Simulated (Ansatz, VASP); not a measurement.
## One calculation of BaTiO3, two programs

INCAR

```
SYSTEM = BaTiO3
PREC = Accurate ; ENCUT = 520
EDIFF = 1E-7 ; ISMEAR = 0
SIGMA = 0.05 ; LREAL = .False.
LASPH = .True. ; NELM = 150
ALGO = Normal ; ISIF = 2
LWAVE = .False. ; LCHARG = .False.
LMAXMIX = 4 ; LDAU = .True.
LDAUTYPE = 2 ; LDAUL = -1 2 -1
LDAUU = 0 4 0 ; LDAUJ = 0 0 0
LDAUPRINT = 1 ; GGA = PE
NBANDS = 28
```

File KPOINTS:

```
Automatic mesh
0
Gamma
  6 6 6
  0 0 0
```

Contents of POSCAR:

```
BaTiO3
1.0
    4.0082194129      0.0000000000      0.0000000000
    0.0000000000      2.8732814832      2.8859184405
    0.0000000000     -2.8732814832      2.8859184405
Ba Ti O
1 1 3
Direct
   -0.0382056499      0.0153487284      0.0129677371
    0.4929335201      0.5204689039      0.4917149476
    0.0099776380      0.4970890064      0.4900547289
    0.5082706560      0.4805098860      0.9848967673
    0.5270238357      0.9828034755      0.5165858192
```

Input for Ansatz:

```yaml
crystal:
  lattice:
    - [4.0082194129, 0.0, 0.0]
    - [0.0, 2.8732814832, 2.8859184405]
    - [0.0, -2.8732814832, 2.8859184405]
  atoms:
    - { symbol: Ba, position: [-0.0382056499, 0.0153487284, 0.0129677371] }
    - { symbol: Ti, position: [0.4929335201, 0.5204689039, 0.4917149476] }
    - { symbol: O, position: [0.009977638, 0.4970890064, 0.4900547289] }
    - { symbol: O, position: [0.508270656, 0.480509886, 0.9848967673] }
    - { symbol: O, position: [0.5270238357, 0.9828034755, 0.5165858192] }
basis:
  ecutwfc: 420
kpoints:
  mp_grid: { grid: [6, 6, 6] }
hamiltonian:
  xc: pbe
  hubbard: { sites: [{ species: Ti, l: d, u_eff: 4.0 }] }
scf:
  occupations: { method: gaussian, width: 0.05 }
output:
  forces: true
  stress: true
  eigenvalues: true
```

Change from the starting cell: all atoms moved at random (sigma 0.06 Å a component).

Alike in both runs: task single point; functional PBE; k mesh 6 × 6 × 6; occupations gaussian, width 0.05 eV; no spin polarisation; Hubbard terms Ti d U = 4.0 eV.

|  | VASP | Ansatz |
| --- | --- | --- |
| version | VASP 6.6.1 | Ansatz 0.2.0 |
| potentials or method | VASP PAW PBE potentials, release 64 (Ba_sv, Ti_sv, O), cutoff 520 eV | scalar-relativistic, plane waves, PAW |
| valence electrons in the cell | 40 | 40 |

Ansatz gave:

```
gap on the k mesh at the Fermi level (eV)                     : 2.34
least direct gap on the mesh (eV)                             : 2.71
pressure (GPa)                                                : 0.3
traceless stress, the component that is largest in VASP (GPa) : 1.44
rms of the force components (eV/Å)                            : 0.434
```

Problem. What did VASP give for the same quantities?

Solution. gap on the k mesh at the Fermi level (eV): 2.32; least direct gap on the mesh (eV): 2.71; pressure (GPa): 3.7; traceless stress, the component that is largest in VASP (GPa): 1.59; rms of the force components (eV/Å): 0.471.

The programs project onto different local orbitals, so the same U acts differently, and such runs can settle in different states. Atom by atom the forces differ by 0.184 eV/Å (rms over components).

Neither program's run includes spin-orbit coupling.
